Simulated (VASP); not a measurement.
Wanted: the native input for a VASP 6.6.1 run.

```yaml
Task: single point
Functional: PBEsol
Potentials_or_basis: VASP PAW PBE potentials, release 64 (Ti_sv, Au)
Cutoff: 520 eV
k_mesh: 14 × 14 × 14
Occupations: gaussian, width 0.15 eV
Spin: no spin polarisation
Dipole_correction: no
Further_INCAR_settings: ALGO = Normal; EDIFF = 1e-07; NBANDS = 18
```

The structure of TiAu lies in POSCAR:

```
TiAu
1.0
    3.2540000000      0.0000000000      0.0000000000
    0.0000000000      3.2540000000      0.0000000000
    0.0000000000      0.0000000000      3.2540000000
Ti Au
1 1
Direct
    0.5000000000      0.5000000000      0.5000000000
    0.0000000000      0.0000000000      0.0000000000
```

The input as run:

INCAR

```
ALGO = Normal
EDIFF = 1E-7
ENCUT = 520
GGA = PS
ISIF = 2
ISMEAR = 0
LASPH = True
LCHARG = False
LREAL = False
LWAVE = False
NBANDS = 18
NELM = 100
PREC = Accurate
SIGMA = 0.15
```

KPOINTS

```
k-points
0
Gamma
  14 14 14
```

Potentials or basis: VASP PAW PBE potentials, release 64 (Ti_sv, Au).

Command:

```bash
$ cat potpaw_PBE.64/Ti_sv/POTCAR potpaw_PBE.64/Au/POTCAR > POTCAR
$ mpirun -np 1 vasp_std > vasp.out
```

It gave:

```yaml
Pressure: -5.0 GPa
```

Caveat: the PAW data sets were made with another functional, which shifts forces and pressure a little.

Run time: 23 s on 1 thread of Intel(R) Xeon(R) Platinum 8488C (Sapphire Rapids) (shared host), peak memory 0.2 GiB.
